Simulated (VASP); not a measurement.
Input of a VASP 6.6.1 run:

The input INCAR:

```
SYSTEM = P
  ALGO = Normal
  EDIFF = 1E-6
  ENCUT = 500
  GGA = PE
  GGA_COMPAT = .False.
  ISIF = 2
  ISMEAR = -1
  IVDW = 13
  LASPH = .True.
  LCHARG = .False.
  LREAL = .False.
  LWAVE = .False.
  NBANDS = 18
  NELM = 120
  PREC = Accurate
  SIGMA = 0.05
```

The input KPOINTS:

```
k-points
0
Gamma
  8 8 6
  0 0 0
```

POSCAR

```
P
1.0
    1.6586556482     -5.5012310827      0.0000000000
    1.6586556482      5.5012310827      0.0000000000
    0.0000000000      0.0000000000      4.5737267689
P
4
Direct
    0.9041431300      0.0958568700      0.5888151700
    0.0958568700      0.9041431300      0.4111848300
    0.5958568700      0.4041431300      0.0888151700
    0.4041431300      0.5958568700      0.9111848300
```

Potentials or basis: VASP PAW PBE potentials, release 64 (P).

Command:

```console
$ cat potpaw_PBE.64/P/POTCAR > POTCAR
$ mpirun -np 1 vasp_std > vasp.out
```

**Question.** Estimate the largest force.

**Answer.** 0.160 eV/Å.

**Question.** What does it give for the pressure?

**Answer.** -2.4 GPa.

**Question.** What does it give for the band gap on the k mesh?

**Answer.** 0.15 eV.

**Question.** Estimate the dispersion energy per atom.

**Answer.** -0.355 eV.

Forces on the atoms (eV/Å):
```
P    0.000  0.013 -0.159
P    0.000 -0.013  0.159
P    0.000 -0.013 -0.159
P    0.000  0.013  0.159
```

A k mesh can miss the band edges.
